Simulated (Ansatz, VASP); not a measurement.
## CdSe: VASP beside Ansatz

```xyz
4
Lattice="4.2990 0.0000 0.0000 -2.1495 3.7230 0.0000 0.0000 0.0000 7.0801" Properties=species:S:1:pos:R:3 pbc="T T T"
Cd    0.0000    2.4820    0.0114
Cd    2.1495    1.2410    3.5514
Se    0.0000    2.4820    2.6563
Se    2.1495    1.2410    6.1964
```

Change from the starting cell: z stretched by +1 %, ions relaxed.

Alike in both runs: functional PBE; k mesh 12 × 12 × 6; occupations fermi-dirac, width 0.02 eV; no spin polarisation.

Ansatz relaxed the structure, and its values are those at the end. VASP's run is a single point on that final structure, the one shown.

```csv
,VASP,Ansatz
version,VASP 6.6.1,Ansatz 0.2.0
potentials or method,"VASP PAW PBE potentials, release 64 (Cd, Se)","plane-wave PAW, scalar-relativistic"
plane-wave cutoff (eV),520,420
valence electrons in the cell,36,72
```

VASP gave:

```
pressure (GPa) : 2.8
```

**Question.** What did Ansatz give for the same quantities?

**Answer.** Pressure (GPa): 2.4.

With one functional, cell and mesh, what is left measures potentials, basis and numerics. VASP's potentials hold 36 valence electrons a cell and Ansatz's 72, so a difference there can come from the potentials and not from the codes. Ansatz's warnings: stress scf threshold loose.
